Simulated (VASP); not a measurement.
## ZnO: single point with PBE

Crystal: ZnO.

```
CELL_PARAMETERS angstrom
0.00000 2.13377 2.13377
2.05909 0.00000 2.13377
2.05909 2.13377 0.00000
ATOMIC_POSITIONS crystal
Zn 0.00000 0.00000 0.00000
O 0.50000 0.50000 0.50000
```

This cell differs from its parent crystal: uniaxial x strain -3.5%.

```yaml
Program: VASP 6.6.1
Task: single point
Functional: PBE
Potentials_or_basis: VASP PAW PBE potentials, release 64 (Zn, O)
Cutoff: 520 eV
k_mesh: 10 × 10 × 10
Occupations: fermi-dirac, width 0.02 eV
Spin: no spin polarisation
Dipole_correction: no
Further_INCAR_settings: ALGO = Normal; EDIFF = 1e-06; NBANDS = 16
```

- Pressure: 17.5 GPa
- Band gap on the k mesh: 0.99 eV, indirect (least direct gap 2.58 eV)

Stress tensor (GPa, compression positive):
```
21.60  0.00  0.00
 0.00 15.46  0.00
 0.00  0.00 15.46
```

Levels at points of the mesh, in eV from the valence-band top:
| k point | band 6 | band 7 | band 8 | band 9 | band 10 | band 11 | band 12 | band 13 |
| --- | --- | --- | --- | --- | --- | --- | --- | --- |
| (0.00, 0.00, 0.00) | -4.79 | -1.79 | -1.59 | -1.59 | 0.99 | 18.09 | 18.09 | 18.25 |
| (0.50, 0.00, 0.00) | -4.57 | -3.76 | -0.22 | 0.00 | 5.37 | 9.38 | 12.54 | 13.36 |
| (0.50, 0.50, 0.00) | -4.44 | -4.12 | -3.30 | -2.95 | 4.33 | 10.67 | 11.41 | 15.53 |
| (0.00, 0.50, 0.50) | -4.46 | -4.04 | -3.26 | -3.26 | 4.29 | 10.93 | 11.17 | 15.45 |

Wall time 30 s on 1 thread of Intel Xeon 8259CL, on a shared host, peak memory 0.15 GiB.

Caveat: the cell differs from its parent crystal (uniaxial x strain -3.5%). A k mesh can miss the band edges.
